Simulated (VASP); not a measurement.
Write the native input for VASP 6.6.1 that does the following.

```
Task                   : single point
Functional             : LDA
Potentials or basis    : VASP PAW LDA potentials, release 64 (Pt)
Cutoff                 : 520 eV
k mesh                 : 7 × 7 × 7
Occupations            : fermi-dirac, width 0.1 eV
Spin                   : no spin polarisation
Dipole correction      : no
Further INCAR settings : ALGO = Normal; EDIFF = 1e-06; NBANDS = 11
```

The structure of Pt lies in POSCAR:

```
Pt
1.0
    0.0000000000      1.9474302061      1.9474302061
    1.9474302061      0.0000000000      1.9474302061
    1.9474302061      1.9474302061      0.0000000000
Pt
1
Direct
    0.0000000000      0.0000000000      0.0000000000
```

One way to write it, as run:

INCAR

```
SYSTEM = Pt
PREC = Accurate
ENCUT = 520
EDIFF = 1E-6
ISMEAR = -1
SIGMA = 0.1
LREAL = .FALSE.
LASPH = .TRUE.
NELM = 100
ALGO = Normal
ISIF = 2
LWAVE = .FALSE.
LCHARG = .FALSE.
GGA = CA
NBANDS = 11
```

KPOINTS

```
Automatic mesh
0
G
  7 7 7
  0 0 0
```

Potentials or basis: VASP PAW LDA potentials, release 64 (Pt).

Run with:

```sh
$ cat potpaw_LDA.64/Pt/POTCAR > POTCAR
$ mpirun -np 1 vasp_std > vasp.out
```

Results of the run:

```json
{
 "Pressure": "2.5 GPa",
 "Band gap on the k mesh": "zero (band 5 reaches 11.87 eV, above the bottom of band 6 at 9.79 eV)"
}
```

Caveat: the k points lie up to 0.40 Å⁻¹ apart; spin-orbit coupling is left out, which moves the levels of the heavy elements.

Wall time 3.9 s on 1 thread of Intel(R) Xeon(R) Platinum 8559C (Emerald Rapids), with other jobs on the host, peak memory 0.11 GiB.
